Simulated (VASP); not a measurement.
# Nb (Im-3m) in VASP: notebook, part 3 of 3

VASP 6.6.1. Earlier steps stand in the parts before.

## 5. Single point, PBEsol

This run uses another cell than the first one, of 17.25 Å³/atom.

Contents of INCAR:

```
SYSTEM = Nb
PREC     = Accurate       ! precision mode
ENCUT    = 520            ! plane-wave cutoff, eV
EDIFF    = 1E-6           ! SCF threshold, eV
ISMEAR   = 0              ! smearing method
SIGMA    = 0.1            ! smearing width, eV
LREAL    = .False.        ! projectors in reciprocal space
LASPH    = .True.         ! aspherical terms in the spheres
NELM     = 60             ! most SCF steps
ALGO     = Normal         ! electronic algorithm
ISIF     = 2              ! what is computed and relaxed
LWAVE    = .False.        ! write WAVECAR
LCHARG   = .False.        ! write CHGCAR
GGA      = PS             ! functional
NBANDS   = 12             ! bands
```

Contents of KPOINTS:

```
Automatic mesh
0
Gamma
  18 18 18
  0 0 0
```

Contents of POSCAR:

```
Nb
1.0
   -1.6275813212      1.6275813212      1.6275813212
    1.6275813212     -1.6275813212      1.6275813212
    1.6275813212      1.6275813212     -1.6275813212
Nb
1
Direct
    0.0000000000      0.0000000000      0.0000000000
```

Potentials or basis: VASP PAW PBE potentials, release 64 (Nb_sv).

Started as:

```console
cat potpaw_PBE.64/Nb_sv/POTCAR > POTCAR
mpirun -np 1 vasp_std > vasp.out
```

OUTCAR:

```text
SYSTEM = Nb
   PREC = Accurate
   ENCUT = 520
   EDIFF = 1E-6
   ISMEAR = 0
   LREAL = .False.
   LASPH = .True.
   NELM = 60
   ISIF = 2
   GGA = PS

 ion  position               nearest neighbor table
   1  0.000  0.000  0.000-

  LATTYP: Found a body centered cubic cell.
 ALAT       =     3.2551626424

  Lattice vectors:

 A1 = (  -1.6275813212,   1.6275813212,   1.6275813212)
 A2 = (   1.6275813212,  -1.6275813212,   1.6275813212)
 A3 = (   1.6275813212,   1.6275813212,  -1.6275813212)

Analysis of symmetry for initial positions (statically):
=====================================================================
 Subroutine PRICEL returns:
 Original cell was already a primitive cell.

 Routine SETGRP: Setting up the symmetry group for a
 body centered cubic supercell.

 Subroutine GETGRP returns: Found 48 space group operations
 (whereof 48 operations were pure point group operations)
 out of a pool of 48 trial point group operations.

The static configuration has the point symmetry O_h .

Analysis of symmetry for dynamics (positions and initial velocities):
=====================================================================
 Subroutine PRICEL returns:
 Original cell was already a primitive cell.

 Routine SETGRP: Setting up the symmetry group for a
 body centered cubic supercell.

 Subroutine GETGRP returns: Found 48 space group operations
 (whereof 48 operations were pure point group operations)
 out of a pool of 48 trial point group operations.

The dynamic configuration has the point symmetry O_h .

 Subroutine INISYM returns: Found 48 space group operations
 (whereof 48 operations are pure point group operations),
 and found     1 'primitive' translations

----------------------------------------------------------------------------------------

                                     Primitive cell

  volume of cell :      17.2460

  direct lattice vectors                    reciprocal lattice vectors
    -1.627581321  1.627581321  1.627581321     0.000000000  0.307204312  0.307204312
     1.627581321 -1.627581321  1.627581321     0.307204312  0.000000000  0.307204312
     1.627581321  1.627581321 -1.627581321     0.307204312  0.307204312  0.000000000

  length of vectors
     2.819053542  2.819053542  2.819053542     0.434452504  0.434452504  0.434452504

  position of ions in fractional coordinates (direct lattice)
     0.000000000  0.000000000  0.000000000

  ion indices of the primitive-cell ions
   primitive index   ion index
                 1           1

----------------------------------------------------------------------------------------

 KPOINTS: Automatic mesh

Automatic generation of k-mesh.
 Grid dimensions read from file:
 generate k-points for:   18   18   18

 Generating k-lattice:

  Cartesian coordinates                     Fractional coordinates (reciprocal lattice)
     0.000000000  0.017066906  0.017066906     0.055555556  0.000000000  0.000000000
     0.017066906  0.000000000  0.017066906     0.000000000  0.055555556  0.000000000
     0.017066906  0.017066906  0.000000000     0.000000000  0.000000000  0.055555556

  Length of vectors
     0.024136250  0.024136250  0.024136250

  Shift w.r.t. Gamma in fractional coordinates (k-lattice)
     0.000000000  0.000000000  0.000000000

 Subroutine IBZKPT returns following result:
 ===========================================

 Found    195 irreducible k-points:

 Following reciprocal coordinates:
            Coordinates               Weight
  0.000000  0.000000  0.000000      1.000000
  0.055556  0.000000  0.000000     12.000000
  0.111111  0.000000  0.000000     12.000000
  0.166667  0.000000  0.000000     12.000000
  0.222222  0.000000  0.000000     12.000000
  0.277778  0.000000  0.000000     12.000000
[... 16 lines left out ...]
  0.333333  0.111111  0.000000     48.000000
  0.388889  0.111111  0.000000     48.000000
 [... further k-points ...]
   k-points           NKPTS =    195   k-points in BZ     NKDIM =    195   number of bands    NBANDS=     12
   number of dos      NEDOS =    301   number of ions     NIONS =      1
   total plane-waves  NPLWV =  13824
   dimension x,y,z NGX =    24 NGY =   24 NGZ =   24
   dimension x,y,z NGXF=    48 NGYF=   48 NGZF=   48
   ions per type =               1
   NGX,Y,Z   is equivalent  to a cutoff of  14.15, 14.15, 14.15 a.u.
   NGXF,Y,Z  is equivalent  to a cutoff of  28.31, 28.31, 28.31 a.u.
 SYSTEM =  Nb
   PREC   = accura    normal or accurate (medium, high low for compatibility)
   ISTART =      0    job   : 0-new  1-cont  2-samecut
   ICHARG =      2    charge: 1-file 2-atom 10-const
   ISPIN  =      1    spin polarized calculation?
   LNONCOLLINEAR =      F non collinear calculations
   LSORBIT =      F    spin-orbit coupling
   LASPH  =      T    aspherical Exc in radial PAW
   ENCUT  =  520.0 eV  38.22 Ry    6.18 a.u.   5.24  5.24  5.24*2*pi/ulx,y,z
   NELM   =     60;   NELMIN=  2; NELMDL= -5     # of ELM steps
   EDIFF  = 0.1E-05   stopping-criterion for ELM
   LREAL  =      F    real-space projection
   EDIFFG = 0.1E-04   stopping-criterion for IOM
   NSW    =      0    number of steps for IOM
   IBRION =     -1    ionic relax: 0-MD 1-quasi-New 2-CG
   NFREE  =      0    steps in history (QN), initial steepest desc. (CG)
   ISIF   =      2    stress and relaxation
   ISYM   =      2    0-nonsym 1-usesym 2-fastsym
   POTIM  = 0.5000    time-step for ionic-motion
   TEBEG  =    0.0;   TEEND  =   0.0 temperature during run
   PSTRESS=    0.0 pullay stress
   NELECT =      13.0000    total number of electrons
   NUPDOWN=      -1.0000    fix difference up-down
   EMIN   =  10.00;   EMAX   =-10.00  energy-range for DOS
   EFERMI =   0.00;   METHOD = LEGACY
   ISMEAR =     0;   SIGMA  =   0.10  broadening in eV -4-tet -1-fermi 0-gaus
   EFERMI_NEDOS =   21; number of points for ismear=-14 and -15
   IALGO  =     38    algorithm
   IMIX   =      4    mixing-type and parameters
     AMIX     =   0.40;   BMIX     =  1.00
     AMIX_MAG =   1.60;   BMIX_MAG =  1.00
  volume/ion in A,a.u.               =      17.25       116.38
  Fermi-wavevector in a.u.,A,eV,Ry     =   1.489910  2.815521 30.202629  2.219831
  Thomas-Fermi vector in A             =   2.602758
   LORBIT       =      0    0 simple, 1 ext, 2 COOP (PROOUT), +10 PAW based schemes
   GGA     = PS    functional components
   LHFCALC =     F    Hartree Fock is set to
   AEXX    =    0.0000 exact exchange contribution
   IVDW    =     0    specifies the selected vdW correction
   LEPSILON=     F    determine dielectric tensor
   LRPA    =     F    only Hartree local field effects (RPA)
 non-spin polarized calculation
 Gauss-broadening in eV      SIGMA  =   0.10
  energy-cutoff  :      520.00
  volume of cell :       17.25
 maximum number of plane-waves:       478
 NGX is ok and might be reduce to    24
   NGX = 11   NGY = 11   NGZ = 11

 number of electron      13.0000001 magnetization

 Free energy of the ion-electron system (eV)
  ---------------------------------------------------
  ext. energy  EPLUGINS =         0.00000000
  ---------------------------------------------------
  free energy    TOTEN  =       -10.95330230 eV

  energy without entropy =      -10.94564804  energy(sigma->0) =      -10.94947517

 E-fermi :  11.6498     XC(G=0): -12.8564

 val. band max:       11.6348516643   @ k =   0.2778   0.0000   0.0000
 cond. band min:      11.6504877379   @ k =   0.2778   0.1111   0.1111
 fundamental gap:      0.0156360736
 Fermi energy:        11.6497915536

 k-point     1 :       0.0000    0.0000    0.0000
  band No.  band energies     occupation
      1     -42.5592      2.00000
      2     -17.7736      2.00000
      3     -17.7736      2.00000
      4     -17.7736      2.00000
      5       5.6120      2.00000
      6      12.0109      0.00000
      7      12.0109      0.00000
      8      12.0109      0.00000
      9      15.0684      0.00000
     10      15.0684      0.00000
     11      25.9895      0.00000
     12      25.9895      0.00000
[... 331 lines left out ...]
 k-point    24 :       0.3889    0.1111    0.0000
  band No.  band energies     occupation
      1     -42.2644      2.00000
      2     -19.2423      2.00000
      3     -18.3097      2.00000
      4     -17.8580      2.00000
      5       8.1504      2.00000
      6      10.0093      2.00000
      7      12.9028      0.00000
      8      14.9716      0.00000
      9      16.1364      0.00000
     10      18.7982      0.00000
     11      24.0332      0.00000
     12      24.6098      0.00000

 [... further k-points ...]

------------------------ aborting loop because EDIFF is reached ----------------------------------------

  FORCE on cell =-STRESS in cart. coord.  units (eV):
  Direction    XX          YY          ZZ          XY          YZ          ZX
  --------------------------------------------------------------------------------------
  -------------------------------------------------------------------------------------
  Total        0.2832918      0.2832918      0.2832918      0.0000000      0.0000000      0.0000000
  in kB       26.3182234     26.3182234     26.3182234      0.0000000      0.0000000      0.0000000
  external PRESSURE =      26.3182234 kB  Pullay stress =       0.0000000 kB

 VOLUME and BASIS-vectors are now :
 -----------------------------------------------------------------------------
  energy-cutoff  :      520.00
  volume of cell :       17.25
      direct lattice vectors                 reciprocal lattice vectors
    -1.627581321  1.627581321  1.627581321     0.000000000  0.307204312  0.307204312
     1.627581321 -1.627581321  1.627581321     0.307204312  0.000000000  0.307204312
     1.627581321  1.627581321 -1.627581321     0.307204312  0.307204312  0.000000000

 POSITION                                       TOTAL-FORCE (eV/Angst)
 -----------------------------------------------------------------------------------
      0.00000      0.00000      0.00000         0.000000     -0.000000      0.000000
 -----------------------------------------------------------------------------------
    total drift:                                0.000000      0.000000      0.000000

  FREE ENERGIE OF THE ION-ELECTRON SYSTEM (eV)
  ---------------------------------------------------
  free  energy   TOTEN  =       -10.9533022986 eV

  energy  without entropy=      -10.9456480396  energy(sigma->0) =      -10.94947517
```

It took 16 s on 1 thread of Intel Xeon 6975P-C (Granite Rapids), shared host; peak memory 0.16 GiB.

What came out:

| Item | Value |
| --- | --- |
| Free energy | -10.9533 eV |
| Pressure | 2.6 GPa |
| Band gap on the k mesh | zero (an odd number of electrons rules out a gap without spin polarisation) |

Levels at points of the mesh, in eV from the Fermi level:
```csv
k point,band 4,band 5,band 6,band 7,band 8,band 9
"(0.00, 0.00, 0.00)",-29.42,-6.04,0.36,0.36,0.36,3.42
"(0.50, 0.00, 0.00)",-29.44,-3.91,-1.79,2.52,3.48,4.20
"(0.50, 0.50, 0.50)",-30.49,-3.99,-3.99,5.95,5.95,5.95
```

Caveat: the PAW data sets were made with another functional, which shifts forces and pressure a little.

## 6. Single point, PBEsol

This run uses another cell than the first one, of 17.83 Å³/atom.

Contents of INCAR:

```
PREC = Accurate
ENCUT = 520
EDIFF = 1E-6
ISMEAR = 0
SIGMA = 0.1
LREAL = False
LASPH = True
NELM = 80
ALGO = Normal
ISIF = 2
LWAVE = False
LCHARG = False
GGA = PS
NBANDS = 12
```

Contents of KPOINTS:

```
regular mesh
0
Gamma
  18 18 18
```

Contents of POSCAR:

```
Nb
1.0
   -1.6458284494      1.6458284494      1.6458284494
    1.6458284494     -1.6458284494      1.6458284494
    1.6458284494      1.6458284494     -1.6458284494
Nb
1
Direct
    0.0000000000      0.0000000000      0.0000000000
```

Potentials or basis: VASP PAW PBE potentials, release 64 (Nb_sv).

Started as:

```console
cat potpaw_PBE.64/Nb_sv/POTCAR > POTCAR
mpirun -np 1 vasp_std > vasp.out
```

Wall time 18 s (1 thread of Intel Xeon 6975P-C (Granite Rapids), shared host); peak memory 0.16 GiB.

Results (log left out):

- Free energy: -10.9523 eV
- Pressure: -3.4 GPa
- Band gap on the k mesh: zero (an odd number of electrons rules out a gap without spin polarisation)

Levels at points of the mesh, in eV from the Fermi level:
```
           k point  band 2  band 3  band 4  band 5  band 6  band 7  band 8  band 9  band 10  band 11
(0.00, 0.00, 0.00)  -29.53  -29.53  -29.53   -5.97    0.38    0.38    0.38    3.33     3.33    14.26
(0.50, 0.00, 0.00)  -30.94  -29.98  -29.55   -3.76   -1.68    2.35    3.36    4.06     6.52    11.66
(0.50, 0.50, 0.50)  -30.50  -30.50  -30.50   -3.77   -3.77    5.73    5.73    5.73     9.15     9.15
```

Caveat: the cell stands under tension; the PAW data sets were made with another functional, which shifts forces and pressure a little.

## 7. The runs side by side

```csv
cell,gap on the mesh (eV),pressure (GPa)
"a = 2.711 Å, angles 109.5°, 1 atom",none,29.7
"a = 2.765 Å, angles 109.5°, 1 atom",none,14.7
"a = 2.795 Å, angles 109.5°, 1 atom",none,7.7
"a = 2.819 Å, angles 109.5°, 1 atom",none,2.6
"a = 2.851 Å, angles 109.5°, 1 atom",none,-3.4
```

Alike in all rows: task single point; level PBEsol; potentials or basis VASP PAW PBE potentials, release 64 (Nb_sv); no spin polarisation; k mesh 18 × 18 × 18; cutoff (eV) 520; smearing gaussian 0.1 eV.

Caveats: the PAW data sets were made with another functional, which shifts forces and pressure a little; the cell stands under pressure (at least some runs); the cell stands under tension (at least some runs).

Total energies depend on the potentials used, so only differences within one code and one set of settings carry meaning.
